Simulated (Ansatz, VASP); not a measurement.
# Sb3S in VASP and in Ansatz

POSCAR

```
Sb3S
1.0
    5.2093643126      0.0000000000      0.0000000000
   -2.6046821563      4.5114418323      0.0000000000
    0.0000000000      0.0000000000      5.2305201387
Sb S
3 1
Direct
    0.0000000000      0.0000000000      0.5000000000
    0.3333333333      0.6666666667      0.0000000000
    0.6666666667      0.3333333333      0.0000000000
    0.0000000000      0.0000000000      0.0000000000
```

Contents of INCAR.step1:

```
SYSTEM = Sb3S
PREC = Accurate
ENCUT = 550
ISMEAR = 0
SIGMA = 0.1
LREAL = .False.
LASPH = .True.
NELM = 120
GGA = PE
ALGO = Normal
EDIFF = 1E-5
LWAVE = .True.
LCHARG = .False.
GGA_COMPAT = .False.
IBRION = 2
ISIF = 3
EDIFFG = -0.005
NELMIN = 4
NSW = 100
KPAR = 4
```

Contents of INCAR.step2:

```
SYSTEM = Sb3S
PREC = Accurate
ENCUT = 550
EDIFF = 1E-7
ISMEAR = 0
SIGMA = 0.1
LREAL = .False.
LASPH = .True.
NELM = 120
ALGO = Normal
ISIF = 3
LWAVE = .False.
LCHARG = .False.
METAGGA = R2SCAN
LMIXTAU = .True.
IBRION = 2
NSW = 100
EDIFFG = -0.01
ISTART = 1
GGA_COMPAT = .False.
NELMIN = 4
KPAR = 4
```

Contents of KPOINTS:

```
regular mesh
0
Gamma
  12 12 10
  0 0 0
```

Input for Ansatz:

```yaml
crystal:
  lattice:
    - [5.2093643126, 0.0, 0.0]
    - [-2.6046821563, 4.5114418323, 0.0]
    - [0.0, 0.0, 5.2305201387]
  atoms:
    - { symbol: Sb, position: [0.0, 0.0, 0.5] }
    - { symbol: Sb, position: [0.3333333333, 0.6666666667, 0.0] }
    - { symbol: Sb, position: [0.6666666667, 0.3333333333, 0.0] }
    - { symbol: S, position: [0.0, 0.0, 0.0] }
basis:
  ecutwfc: 500
kpoints:
  mp_grid: { grid: [12, 12, 10] }
hamiltonian:
  xc: r2scan
scf:
  occupations: { method: gaussian, width: 0.1 }
output:
  forces: true
  stress: true
  eigenvalues: true
relax:
  adjacent_minimum: "off"
  f_tol: 0.01
  max_steps: 80
  cell: { stress_tol: 0.05 }
```

Alike in both runs: task relaxation of cell and atoms; functional r2SCAN; k mesh 12 × 12 × 10; occupations gaussian, width 0.1 eV; no spin polarisation.

|  | VASP | Ansatz |
| --- | --- | --- |
| version | VASP 6.6.1 | Ansatz 0.2.0 |
| potentials or method | VASP PAW PBE potentials, release 64 (Sb, S), cutoff 550 eV | scalar-relativistic, plane waves, PAW |
| valence electrons in the cell | 21 | 51 |

Ansatz gave:

* gap on the k mesh at the Fermi level, each at its own relaxed structure (eV): none
* relaxed volume (Å³/atom): 30.87
* relaxed length of the cell vector where the two differ most in proportion (Å): 5.247

Task: What did VASP give for the same quantities?

Result: gap on the k mesh at the Fermi level, each at its own relaxed structure (eV): none; relaxed volume (Å³/atom): 30.82; relaxed length of the cell vector where the two differ most in proportion (Å): 5.243.

VASP's potentials were made for PBE, not for r2SCAN. A gap of «none» marks a metal or a gap that the smearing closes. VASP's potentials hold 21 valence electrons a cell and Ansatz's 51, so a difference there can come from the potentials and not from the codes.

Spin-orbit coupling is off throughout.
